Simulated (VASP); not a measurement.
Input of a VASP 6.6.1 run:

File POSCAR:

```
BN
1.0
    0.0000000000      1.8130010000      1.8130010000
    1.8130010000      0.0000000000      1.8130010000
    1.8130010000      1.8130010000      0.0000000000
B N
1 1
Direct
   -0.0341267563      0.0341267563      0.0000000000
    0.7500000000      0.7500000000      0.7500000000
```

INCAR.step1

```
SYSTEM = BN
PREC = Accurate ; ENCUT = 520
ISMEAR = 0 ; SIGMA = 0.05
LREAL = .False. ; LASPH = .True.
NELM = 80 ; NBANDS = 11
GGA = PE ; ALGO = Normal
EDIFF = 1E-4 ; LWAVE = .True.
LCHARG = .False.
```

INCAR.step2

```
SYSTEM = BN
PREC = Accurate ; ENCUT = 520
EDIFF = 1E-6 ; ISMEAR = 0
SIGMA = 0.05 ; LREAL = .False.
LASPH = .True. ; NELM = 80
ALGO = Normal ; ISIF = 2
LWAVE = .False. ; LCHARG = .True.
METAGGA = R2SCAN ; LMIXTAU = .True.
LELF = .True. ; LVHAR = .True.
NBANDS = 11 ; ISTART = 1
```

Contents of KPOINTS:

```
regular mesh
0
Gamma
  12 12 12
  0 0 0
```

Potentials or basis: VASP PAW PBE potentials, release 64 (B, N).

Command:

```bash
$ cat potpaw_PBE.64/B/POTCAR potpaw_PBE.64/N/POTCAR > POTCAR
$ cp INCAR.step1 INCAR
$ mpirun -np 1 vasp_std > vasp.out
$ cp INCAR.step2 INCAR
$ mpirun -np 1 vasp_std > vasp.out
```

(1) Estimate the largest force.

(2) What does it give for the band gap on the k mesh?

(3) Predict the pressure.

Answers

(1) 2.099 eV/Å.

(2) 4.15 eV, indirect (least direct gap 8.29 eV).

(3) -1.9 GPa.

Caveat: the cell differs from its parent crystal (all B atoms moved +0.087 Å, as atom 1 along Cartesian [1 -1 0]); the PAW data sets were made with another functional, which shifts forces and pressure a little.
